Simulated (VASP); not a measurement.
Here is a VASP 6.6.1 calculation.

Contents of INCAR:

```
SYSTEM = BAs
PREC = Accurate ; ENCUT = 520
EDIFF = 1E-6 ; ISMEAR = -1
SIGMA = 0.05 ; LREAL = .FALSE.
LASPH = .TRUE. ; NELM = 80
ALGO = Normal ; ISIF = 2
LWAVE = .FALSE. ; LCHARG = .FALSE.
GGA = PE ; IVDW = 13
NBANDS = 11
```

The input KPOINTS:

```
regular mesh
0
G
  10 10 10
  0 0 0
```

Contents of POSCAR:

```
BAs
1.0
    0.0000000000      2.3790108791      2.3790108791
    2.3790108791      0.0000000000      2.3790108791
    2.3790108791      2.3790108791      0.0000000000
As B
1 1
Direct
    0.7500000000      0.7500000000      0.7500000000
    0.0000000000      0.0000000000      0.0000000000
```

Potentials or basis: VASP PAW PBE potentials, release 64 (As, B).

Run with:

```bash
$ cat potpaw_PBE.64/As/POTCAR potpaw_PBE.64/B/POTCAR > POTCAR
$ mpirun -np 1 vasp_std > vasp.out
```

**Question.** Predict the band gap on the k mesh.

**Answer.** 1.16 eV, indirect (least direct gap 3.29 eV).

**Question.** Estimate the pressure.

**Answer.** 0.7 GPa.

**Question.** Estimate the dispersion energy per atom.

**Answer.** -0.380 eV.

A k mesh can miss the band edges. PBE gaps usually lie below the measured ones, often by a third to a half.
